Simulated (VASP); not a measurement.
## Ga7P8 (a cell with a defect): single point with PBE

System: Ga7P8 (a cell with a defect).

```
Ga P
1.0
     3.88456    6.72826    0.00000
     7.76913    0.00000    0.00000
     3.88456    2.24275   -6.43505
Ga P
7 8
Cartesian
  11.6575 4.4886 -4.4702
  9.7160 7.8514 -4.4702
  13.5927 7.8477 -4.4699
  7.7691 4.4855 -3.2175
  3.8807 4.4824 -1.9649
  5.8223 1.1196 -1.9649
  1.9456 1.1233 -1.9651
  3.8849 2.2429 -5.3289
  7.7704 2.2630 -5.3621
  5.8450 5.5979 -5.3621
  9.7051 5.6033 -5.3630
  11.6534 6.7281 -1.1062
  7.7679 6.7081 -1.0730
  9.6933 3.3731 -1.0730
  5.8331 3.3677 -1.0720
```

This cell differs from its parent crystal: atoms taken out, then relaxed in part.

```json
{
  "Program": "VASP 6.6.1",
  "Task": "single point",
  "Functional": "PBE",
  "Potentials or basis": "VASP PAW PBE potentials, release 64 (Ga_d, P)",
  "Cutoff": "520 eV",
  "k mesh": "6 × 6 × 4",
  "Occupations": "gaussian, width 0.05 eV",
  "Spin": "no spin polarisation"
}
```

```json
{
  "Pressure": "-1.9 GPa",
  "Largest force": "0.058 eV/Å",
  "Band gap on the k mesh": "zero (an odd number of electrons rules out a gap without spin polarisation)"
}
```

Forces on the atoms (eV/Å):
```
Ga   0.002  0.003  0.002
Ga   0.004  0.000  0.002
Ga  -0.007 -0.004  0.003
Ga   0.000  0.000  0.000
Ga  -0.002 -0.003 -0.002
Ga  -0.004  0.000 -0.002
Ga   0.007  0.004 -0.003
P    0.000  0.000 -0.040
P    0.001  0.006 -0.048
P    0.006 -0.002 -0.048
P    0.005  0.003 -0.058
P    0.000  0.000  0.040
P   -0.001 -0.006  0.048
P   -0.006  0.002  0.048
P   -0.005 -0.003  0.058
```

Stress tensor (GPa, compression positive):
```
-1.44 -0.03  0.06
-0.03 -1.41  0.03
 0.06  0.03 -2.87
```

Levels at points of the mesh, in eV from the Fermi level:
| k point | band 62 | band 63 | band 64 | band 65 | band 66 | band 67 | band 68 | band 69 |
| --- | --- | --- | --- | --- | --- | --- | --- | --- |
| (0.00, 0.00, 0.00) | -0.31 | -0.31 | -0.23 | 0.16 | 0.73 | 0.73 | 0.95 | 0.96 |
| (0.50, 0.00, 0.00) | -0.86 | -0.75 | -0.57 | -0.41 | 0.13 | 0.61 | 1.28 | 1.69 |
| (0.00, 0.50, 0.00) | -0.86 | -0.75 | -0.57 | -0.41 | 0.13 | 0.61 | 1.28 | 1.69 |
| (0.50, 0.50, 0.00) | -1.25 | -1.11 | -0.91 | -0.71 | 0.03 | 0.12 | 1.85 | 2.00 |
| (0.00, 0.00, 0.50) | -1.20 | -1.19 | -1.03 | -1.02 | 0.64 | 0.64 | 1.52 | 2.00 |
| (0.50, 0.00, 0.50) | -1.26 | -1.12 | -0.91 | -0.71 | 0.02 | 0.12 | 1.85 | 2.00 |
| (0.00, 0.50, 0.50) | -1.26 | -1.12 | -0.91 | -0.71 | 0.02 | 0.12 | 1.85 | 2.00 |
| (0.50, 0.50, 0.50) | -0.86 | -0.73 | -0.59 | -0.42 | 0.13 | 0.61 | 1.28 | 1.68 |

Run time: 99 min on 1 thread of Oxide Virtual Turin-like Processor, on a shared host, peak memory 1.2 GiB.

Caveat: the cell differs from its parent crystal (atoms taken out, then relaxed in part).
